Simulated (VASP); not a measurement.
# BaTiO3 (P4/mmm) in VASP: a series of runs

Runs on BaTiO3. Level: PBEsol. Tasks: single point.

Program: VASP 6.6.1. These are calculated values, not measurements. Logs are shortened: lines on timing, memory, paths and dates and some standing lists are left out, and cuts for length are marked.

## (1) The cell of the first run

It takes space group P4/mmm (No. 123, tetragonal). The conventional cell has a = 3.980 Å, b = 3.980 Å, c = 3.930 Å, α = 90.00°, β = 90.00°, γ = 90.00°. Ba (site symmetry 4/mmm) has 12 O at 2.80 to 2.81 Å and 8 Ti at 3.43 Å within 3.7 Å. Ti (site symmetry 4/mmm) has 6 O at 1.97 to 1.99 Å within 2.6 Å. Within 2.6 Å of O (site symmetry 4/mmm) lie 2 Ti at 1.97 Å. Within 2.6 Å of O (site symmetry mmm) lie 2 Ti at 1.99 Å.

## (2) Single point, PBEsol

Input file INCAR:

```
  PREC = Accurate
  ENCUT = 520
  EDIFF = 1E-7
  ISMEAR = 0
  SIGMA = 0.02
  LREAL = False
  LASPH = True
  NELM = 60
  ALGO = Normal
  ISIF = 2
  LWAVE = False
  LCHARG = False
  GGA = PS
  NBANDS = 28
```

Input file KPOINTS:

```
Automatic mesh
0
Gamma
  8 8 8
```

Input file POSCAR:

```
BaTiO3
1.0
    3.9301706390      0.0000000000      0.0000000000
    0.0000000000      3.9801975365      0.0000000000
    0.0000000000      0.0000000000      3.9801975365
Ba Ti O
1 1 3
Direct
    0.5000000000      0.5000000000      0.5000000000
    0.0000000000      0.0000000000      0.0000000000
    0.5000000000      0.0000000000      0.0000000000
    0.0000000000      0.5000000000      0.0000000000
    0.0000000000      0.0000000000      0.5000000000
```

Potentials or basis: VASP PAW PBE potentials, release 64 (Ba_sv, Ti_sv, O).

Run with:

```console
cat potpaw_PBE.64/Ba_sv/POTCAR potpaw_PBE.64/Ti_sv/POTCAR potpaw_PBE.64/O/POTCAR > POTCAR
mpirun -np 1 vasp_std > vasp.out
```

OUTCAR:

```text
PREC = Accurate
   ENCUT = 520
   EDIFF = 1E-7
   ISMEAR = 0
   LREAL = False
   LASPH = True
   NELM = 60
   ISIF = 2
   GGA = PS

 ion  position               nearest neighbor table
   1  0.500  0.500  0.500-   4 2.80   5 2.80   4 2.80   5 2.80   4 2.80   5 2.80   4 2.80   5 2.80
                             3 2.81   3 2.81   3 2.81   3 2.81   2 3.43   2 3.43   2 3.43   2 3.43
   2  0.000  0.000  0.000-   3 1.97   3 1.97   5 1.99   5 1.99   4 1.99   4 1.99   1 3.43   1 3.43
                             1 3.43   1 3.43   1 3.43   1 3.43   1 3.43   1 3.43
   3  0.500  0.000  0.000-   2 1.97   2 1.97   1 2.81   1 2.81   1 2.81   1 2.81
   4  0.000  0.500  0.000-   2 1.99   2 1.99   1 2.80   1 2.80   1 2.80   1 2.80
   5  0.000  0.000  0.500-   2 1.99   2 1.99   1 2.80   1 2.80   1 2.80   1 2.80

  LATTYP: Found a simple tetragonal cell.
 ALAT       =     3.9801975365
 C/A-ratio  =     0.9874310516

  Lattice vectors:

 A1 = (   0.0000000000,   3.9801975365,   0.0000000000)
 A2 = (   0.0000000000,   0.0000000000,   3.9801975365)
 A3 = (   3.9301706390,   0.0000000000,   0.0000000000)

Analysis of symmetry for initial positions (statically):
=====================================================================
 Subroutine PRICEL returns:
 Original cell was already a primitive cell.

 Routine SETGRP: Setting up the symmetry group for a
 simple tetragonal supercell.

 Subroutine GETGRP returns: Found 16 space group operations
 (whereof 16 operations were pure point group operations)
 out of a pool of 16 trial point group operations.

The static configuration has the point symmetry D_4h.

Analysis of symmetry for dynamics (positions and initial velocities):
=====================================================================
 Subroutine PRICEL returns:
 Original cell was already a primitive cell.

 Routine SETGRP: Setting up the symmetry group for a
 simple tetragonal supercell.

 Subroutine GETGRP returns: Found 16 space group operations
 (whereof 16 operations were pure point group operations)
 out of a pool of 16 trial point group operations.

The dynamic configuration has the point symmetry D_4h.

 Subroutine INISYM returns: Found 16 space group operations
 (whereof 16 operations are pure point group operations),
 and found     1 'primitive' translations

----------------------------------------------------------------------------------------

                                     Primitive cell

  volume of cell :      62.2617

  direct lattice vectors                    reciprocal lattice vectors
     3.930170639  0.000000000  0.000000000     0.254441878  0.000000000  0.000000000
     0.000000000  3.980197536  0.000000000     0.000000000  0.251243812  0.000000000
     0.000000000  0.000000000  3.980197536     0.000000000  0.000000000  0.251243812

  length of vectors
     3.930170639  3.980197536  3.980197536     0.254441878  0.251243812  0.251243812

  position of ions in fractional coordinates (direct lattice)
     0.500000000  0.500000000  0.500000000
     0.000000000  0.000000000  0.000000000
     0.500000000  0.000000000  0.000000000
     0.000000000  0.500000000  0.000000000
     0.000000000  0.000000000  0.500000000

  ion indices of the primitive-cell ions
   primitive index   ion index
                 1           1
                 2           2
                 3           3
                 4           4
                 5           5

----------------------------------------------------------------------------------------

 KPOINTS: Automatic mesh

Automatic generation of k-mesh.
 Grid dimensions read from file:
 generate k-points for:    8    8    8

 Generating k-lattice:

  Cartesian coordinates                     Fractional coordinates (reciprocal lattice)
     0.031805235  0.000000000  0.000000000     0.125000000  0.000000000  0.000000000
     0.000000000  0.031405476  0.000000000     0.000000000  0.125000000  0.000000000
     0.000000000  0.000000000  0.031405476     0.000000000  0.000000000  0.125000000

  Length of vectors
     0.031805235  0.031405476  0.031405476

  Shift w.r.t. Gamma in fractional coordinates (k-lattice)
     0.000000000  0.000000000  0.000000000

 Subroutine IBZKPT returns following result:
 ===========================================

 Found     75 irreducible k-points:

 Following reciprocal coordinates:
            Coordinates               Weight
  0.000000  0.000000  0.000000      1.000000
  0.125000  0.000000  0.000000      2.000000
  0.250000  0.000000  0.000000      2.000000
  0.375000  0.000000  0.000000      2.000000
  0.500000  0.000000  0.000000      1.000000
  0.000000  0.125000  0.000000      4.000000
[... 16 lines left out ...]
  0.250000  0.500000  0.000000      4.000000
  0.375000  0.500000  0.000000      4.000000
 [... further k-points ...]
   k-points           NKPTS =     75   k-points in BZ     NKDIM =     75   number of bands    NBANDS=     28
   number of dos      NEDOS =    301   number of ions     NIONS =      5
   total plane-waves  NPLWV =  27000
   dimension x,y,z NGX =    30 NGY =   30 NGZ =   30
   dimension x,y,z NGXF=    60 NGYF=   60 NGZF=   60
   ions per type =               1   1   3
   NGX,Y,Z   is equivalent  to a cutoff of  12.69, 12.53, 12.53 a.u.
   NGXF,Y,Z  is equivalent  to a cutoff of  25.38, 25.06, 25.06 a.u.
 SYSTEM =  unknown system
   PREC   = accura    normal or accurate (medium, high low for compatibility)
   ISTART =      0    job   : 0-new  1-cont  2-samecut
   ICHARG =      2    charge: 1-file 2-atom 10-const
   ISPIN  =      1    spin polarized calculation?
   LNONCOLLINEAR =      F non collinear calculations
   LSORBIT =      F    spin-orbit coupling
   LASPH  =      T    aspherical Exc in radial PAW
   ENCUT  =  520.0 eV  38.22 Ry    6.18 a.u.   7.31  7.40  7.40*2*pi/ulx,y,z
   NELM   =     60;   NELMIN=  2; NELMDL= -5     # of ELM steps
   EDIFF  = 0.1E-06   stopping-criterion for ELM
   LREAL  =      F    real-space projection
   EDIFFG = 0.1E-05   stopping-criterion for IOM
   NSW    =      0    number of steps for IOM
   IBRION =     -1    ionic relax: 0-MD 1-quasi-New 2-CG
   NFREE  =      0    steps in history (QN), initial steepest desc. (CG)
   ISIF   =      2    stress and relaxation
   ISYM   =      2    0-nonsym 1-usesym 2-fastsym
   POTIM  = 0.5000    time-step for ionic-motion
   TEBEG  =    0.0;   TEEND  =   0.0 temperature during run
   PSTRESS=    0.0 pullay stress
   NELECT =      40.0000    total number of electrons
   NUPDOWN=      -1.0000    fix difference up-down
   EMIN   =  10.00;   EMAX   =-10.00  energy-range for DOS
   EFERMI =   0.00;   METHOD = LEGACY
   ISMEAR =     0;   SIGMA  =   0.02  broadening in eV -4-tet -1-fermi 0-gaus
   EFERMI_NEDOS =   21; number of points for ismear=-14 and -15
   IALGO  =     38    algorithm
   IMIX   =      4    mixing-type and parameters
     AMIX     =   0.40;   BMIX     =  1.00
     AMIX_MAG =   1.60;   BMIX_MAG =  1.00
  volume/ion in A,a.u.               =      12.45        84.03
  Fermi-wavevector in a.u.,A,eV,Ry     =   1.412607  2.669440 27.149852  1.995458
  Thomas-Fermi vector in A             =   2.534338
   LORBIT       =      0    0 simple, 1 ext, 2 COOP (PROOUT), +10 PAW based schemes
   GGA     = PS    functional components
   LHFCALC =     F    Hartree Fock is set to
   AEXX    =    0.0000 exact exchange contribution
   IVDW    =     0    specifies the selected vdW correction
   LEPSILON=     F    determine dielectric tensor
   LRPA    =     F    only Hartree local field effects (RPA)
 non-spin polarized calculation
 Gauss-broadening in eV      SIGMA  =   0.02
  energy-cutoff  :      520.00
  volume of cell :       62.26
 maximum number of plane-waves:      1719
 NGX is ok and might be reduce to    30
   NGX = 15   NGY = 15   NGZ = 15

 number of electron      39.9999982 magnetization

 Free energy of the ion-electron system (eV)
  ---------------------------------------------------
  ext. energy  EPLUGINS =         0.00000000
  ---------------------------------------------------
  free energy    TOTEN  =       -41.96728671 eV

  energy without entropy =      -41.96728671  energy(sigma->0) =      -41.96728671

 E-fermi :   4.0658     XC(G=0): -11.6735

 val. band max:        3.9325770741   @ k =   0.5000   0.5000   0.5000
 cond. band min:       5.6591891742   @ k =   0.0000   0.0000   0.0000
 fundamental gap:      1.7266121001
 Fermi energy:         4.0657823512

 k-point     1 :       0.0000    0.0000    0.0000
  band No.  band energies     occupation
      1     -52.3230      2.00000
      2     -28.6708      2.00000
      3     -28.6617      2.00000
      4     -28.6617      2.00000
      5     -20.7755      2.00000
      6     -12.9653      2.00000
[... 20 lines left out ...]
     27       8.9334      0.00000
     28      11.4374      0.00000

 k-point     2 :       0.1250    0.0000    0.0000
  band No.  band energies     occupation
      1     -52.3228      2.00000
      2     -28.6810      2.00000
      3     -28.6613      2.00000
      4     -28.6613      2.00000
      5     -20.7537      2.00000
      6     -12.9642      2.00000
[... 20 lines left out ...]
     27       9.2576      0.00000
     28      11.8360      0.00000

 k-point     3 :       0.2500    0.0000    0.0000
  band No.  band energies     occupation
      1     -52.3223      2.00000
      2     -28.7056      2.00000
      3     -28.6603      2.00000
      4     -28.6603      2.00000
      5     -20.7003      2.00000
      6     -13.0338      2.00000
[... 20 lines left out ...]
     27      10.0428      0.00000
     28      12.3400      0.00000

 k-point     4 :       0.3750    0.0000    0.0000
  band No.  band energies     occupation
      1     -52.3218      2.00000
      2     -28.7299      2.00000
      3     -28.6593      2.00000
      4     -28.6593      2.00000
      5     -20.6455      2.00000
      6     -13.1633      2.00000
[... 20 lines left out ...]
     27      11.1127      0.00000
     28      12.1918      0.00000

 k-point     5 :       0.5000    0.0000    0.0000
  band No.  band energies     occupation
      1     -52.3216      2.00000
      2     -28.7399      2.00000
      3     -28.6589      2.00000
      4     -28.6589      2.00000
      5     -20.6224      2.00000
      6     -13.2249      2.00000
[... 20 lines left out ...]
     27      11.6382      0.00000
     28      12.1293      0.00000

 k-point     6 :       0.0000    0.1250    0.0000
  band No.  band energies     occupation
      1     -52.3229      2.00000
      2     -28.6705      2.00000
      3     -28.6705      2.00000
      4     -28.6614      2.00000
      5     -20.7554      2.00000
      6     -12.9856      2.00000
[... 463 lines left out ...]
      5     -20.6345      2.00000
      6     -13.2759      2.00000
[... 20 lines left out ...]
     27      11.5650      0.00000
     28      12.2017      0.00000

 k-point    22 :       0.1250    0.5000    0.0000
  band No.  band energies     occupation
      1     -52.3216      2.00000
      2     -28.7203      2.00000
      3     -28.6784      2.00000
      4     -28.6590      2.00000
      5     -20.6205      2.00000
      6     -13.1903      2.00000
[... 20 lines left out ...]
     27      11.8683      0.00000
     28      12.4677      0.00000

 k-point    23 :       0.2500    0.5000    0.0000
  band No.  band energies     occupation
      1     -52.3211      2.00000
      2     -28.7187      2.00000
      3     -28.7023      2.00000
      4     -28.6580      2.00000
      5     -20.5865      2.00000
      6     -12.9694      2.00000
[... 20 lines left out ...]
     27      12.6809      0.00000
     28      12.7611      0.00000

 k-point    24 :       0.3750    0.5000    0.0000
  band No.  band energies     occupation
      1     -52.3206      2.00000
      2     -28.7259      2.00000
      3     -28.7170      2.00000
      4     -28.6571      2.00000
      5     -20.5519      2.00000
      6     -12.7141      2.00000
[... 20 lines left out ...]
     27      12.0965      0.00000
     28      13.7481      0.00000

 [... further k-points ...]
[... 5 lines left out ...]
  --------------------------------------------------------------------------------------
  -------------------------------------------------------------------------------------
  Total        1.8839632      0.7878825      0.7878825      0.0000000      0.0000000      0.0000000
  in kB       48.4799693     20.2745566     20.2745566      0.0000000      0.0000000      0.0000000
  external PRESSURE =      29.6763609 kB  Pullay stress =       0.0000000 kB

 VOLUME and BASIS-vectors are now :
 -----------------------------------------------------------------------------
  energy-cutoff  :      520.00
  volume of cell :       62.26
      direct lattice vectors                 reciprocal lattice vectors
     3.930170639  0.000000000  0.000000000     0.254441878  0.000000000  0.000000000
     0.000000000  3.980197536  0.000000000     0.000000000  0.251243812  0.000000000
     0.000000000  0.000000000  3.980197536     0.000000000  0.000000000  0.251243812

 POSITION                                       TOTAL-FORCE (eV/Angst)
 -----------------------------------------------------------------------------------
      1.96509      1.99010      1.99010         0.000000      0.000000      0.000000
      0.00000      0.00000      0.00000         0.000000      0.000000      0.000000
      1.96509      0.00000      0.00000         0.000000      0.000000      0.000000
      0.00000      1.99010      0.00000         0.000000      0.000000      0.000000
      0.00000      0.00000      1.99010         0.000000      0.000000      0.000000
 -----------------------------------------------------------------------------------
    total drift:                                0.000000     -0.000000      0.000000

  FREE ENERGIE OF THE ION-ELECTRON SYSTEM (eV)
  ---------------------------------------------------
  free  energy   TOTEN  =       -41.9672867110 eV

  energy  without entropy=      -41.9672867110  energy(sigma->0) =      -41.96728671
```

It took 69 s on 1 thread of Intel Xeon 6975P-C (Granite Rapids), shared host; peak memory 0.26 GiB.

What came out:

```yaml
Free_energy: -41.9673 eV
Pressure: 3.0 GPa
Band_gap_on_the_k_mesh: 1.73 eV, indirect (least direct gap 1.84 eV)
```

Levels at points of the mesh, in eV from the valence-band top:
```tsv
k point	band 17	band 18	band 19	band 20	band 21	band 22	band 23	band 24
(0.00, 0.00, 0.00)	-1.14	-0.13	-0.13	-0.11	1.73	1.75	1.75	4.08
(0.50, 0.00, 0.00)	-2.00	-2.00	-0.74	-0.74	1.92	3.70	3.70	4.09
(0.00, 0.50, 0.00)	-1.85	-1.85	-0.73	-0.72	1.93	3.59	3.59	4.16
(0.50, 0.50, 0.00)	-1.74	-0.84	-0.83	-0.10	3.60	3.71	4.08	4.98
(0.00, 0.50, 0.50)	-1.74	-0.94	-0.94	-0.14	3.60	3.60	4.01	5.11
(0.50, 0.50, 0.50)	-2.33	-0.03	0.00	0.00	4.31	4.37	4.37	6.70
```

Caveat: the PAW data sets were made with another functional, which shifts forces and pressure a little; spin-orbit coupling is left out, which moves the levels of the heavy elements.

## (3) Single point, PBEsol (uniaxial strain along a: +1.0 %, then relaxed in part)

Input file INCAR:

```
SYSTEM = BaTiO3
PREC = Accurate
ENCUT = 520
EDIFF = 1E-6
ISMEAR = 0
SIGMA = 0.02
LREAL = .FALSE.
LASPH = .TRUE.
NELM = 60
ALGO = Normal
ISIF = 2
LWAVE = .FALSE.
LCHARG = .FALSE.
GGA = PS
NBANDS = 28
```

Input file KPOINTS:

```
regular mesh
0
G
  8 8 8
  0 0 0
```

POSCAR, as its differences from that of step 2:

```diff
@@ -2,5 +2,5 @@
 1.0
-    3.9301706390      0.0000000000      0.0000000000
-    0.0000000000      3.9801975365      0.0000000000
-    0.0000000000      0.0000000000      3.9801975365
+    4.0095680257      0.0000000000      0.0000000000
+    0.0000000000      3.9598279984      0.0000000000
+    0.0000000000      0.0000000000      3.9598279984
 Ba Ti O
```

Potentials or basis: VASP PAW PBE potentials, release 64 (Ba_sv, Ti_sv, O).

Run with:

```console
cat potpaw_PBE.64/Ba_sv/POTCAR potpaw_PBE.64/Ti_sv/POTCAR potpaw_PBE.64/O/POTCAR > POTCAR
mpirun -np 1 vasp_std > vasp.out
```

It took 70 s on 1 thread of Intel Xeon 6975P-C (Granite Rapids), shared host; peak memory 0.26 GiB.

The run converged. Its results:

* Free energy: -41.9759 eV
* Pressure: 1.2 GPa
* Band gap on the k mesh: 1.71 eV, indirect (least direct gap 1.85 eV)

Stress tensor (GPa, compression positive):
```
-0.57  0.00  0.00
 0.00  2.02  0.00
 0.00  0.00  2.02
```

Levels at points of the mesh, in eV from the valence-band top:
| k point | band 18 | band 19 | band 20 | band 21 | band 22 | band 23 |
| --- | --- | --- | --- | --- | --- | --- |
| (0.00, 0.00, 0.00) | -0.16 | -0.14 | -0.14 | 1.71 | 1.71 | 1.73 |
| (0.50, 0.00, 0.00) | -1.81 | -0.73 | -0.73 | 1.90 | 3.50 | 3.50 |
| (0.00, 0.50, 0.00) | -1.95 | -0.75 | -0.74 | 1.89 | 3.60 | 3.61 |
| (0.50, 0.50, 0.00) | -0.92 | -0.92 | -0.13 | 3.51 | 3.62 | 3.97 |
| (0.00, 0.50, 0.50) | -0.81 | -0.81 | -0.09 | 3.61 | 3.61 | 4.04 |
| (0.50, 0.50, 0.50) | -0.03 | -0.03 | 0.00 | 4.26 | 4.26 | 4.32 |

Caveat: the cell differs from its parent crystal (uniaxial strain along a: +1.0 %, then relaxed in part); the PAW data sets were made with another functional, which shifts forces and pressure a little; spin-orbit coupling is left out, which moves the levels of the heavy elements.

## (4) Single point, PBEsol (uniaxial strain along a: +1.0 %)

Input file INCAR:

```
SYSTEM = BaTiO3
PREC = Accurate ; ENCUT = 520
EDIFF = 1E-6 ; ISMEAR = 0
SIGMA = 0.02 ; LREAL = .False.
LASPH = .True. ; NELM = 100
ALGO = Normal ; ISIF = 2
LWAVE = .False. ; LCHARG = .False.
GGA = PS ; NBANDS = 28
```

Input file KPOINTS:

```
Automatic mesh
0
Gamma
  8 8 8
  0 0 0
```

POSCAR, as its differences from that of step 3:

```diff
@@ -3,4 +3,4 @@
     4.0095680257      0.0000000000      0.0000000000
-    0.0000000000      3.9598279984      0.0000000000
-    0.0000000000      0.0000000000      3.9598279984
+    0.0000000000      3.9599446590      0.0000000000
+    0.0000000000      0.0000000000      3.9599446590
 Ba Ti O
```

Run with:

```console
cat potpaw_PBE.64/Ba_sv/POTCAR potpaw_PBE.64/Ti_sv/POTCAR potpaw_PBE.64/O/POTCAR > POTCAR
mpirun -np 1 vasp_std > vasp.out
```

Run time: 80 s. Hardware: 1 thread of Intel Xeon 6975P-C (Granite Rapids), shared host; peak memory 0.26 GiB.

The run converged. Its results:

| Item | Value |
| --- | --- |
| Free energy | -41.9760 eV |
| Pressure | 1.1 GPa |
| Band gap on the k mesh | 1.71 eV, indirect (least direct gap 1.85 eV) |

Stress tensor (GPa, compression positive):
```
-0.60  0.00  0.00
 0.00  1.98  0.00
 0.00  0.00  1.98
```

Levels at points of the mesh, in eV from the valence-band top:
```
           k point  band 17  band 18  band 19  band 20  band 21  band 22  band 23  band 24
(0.00, 0.00, 0.00)    -1.14    -0.16    -0.14    -0.14     1.71     1.71     1.73     4.00
(0.50, 0.00, 0.00)    -1.81    -1.81    -0.73    -0.73     1.90     3.50     3.50     4.11
(0.00, 0.50, 0.00)    -1.95    -1.95    -0.75    -0.74     1.89     3.60     3.61     4.04
(0.50, 0.50, 0.00)    -1.75    -0.92    -0.92    -0.13     3.51     3.62     3.98     4.97
(0.00, 0.50, 0.50)    -1.76    -0.81    -0.81    -0.09     3.61     3.61     4.04     4.84
(0.50, 0.50, 0.50)    -2.39    -0.03    -0.03     0.00     4.26     4.26     4.32     6.67
```

Caveat: the cell differs from its parent crystal (uniaxial strain along a: +1.0 %); the PAW data sets were made with another functional, which shifts forces and pressure a little; spin-orbit coupling is left out, which moves the levels of the heavy elements. A k mesh can miss the band edges.

[end of part 1 of 2]
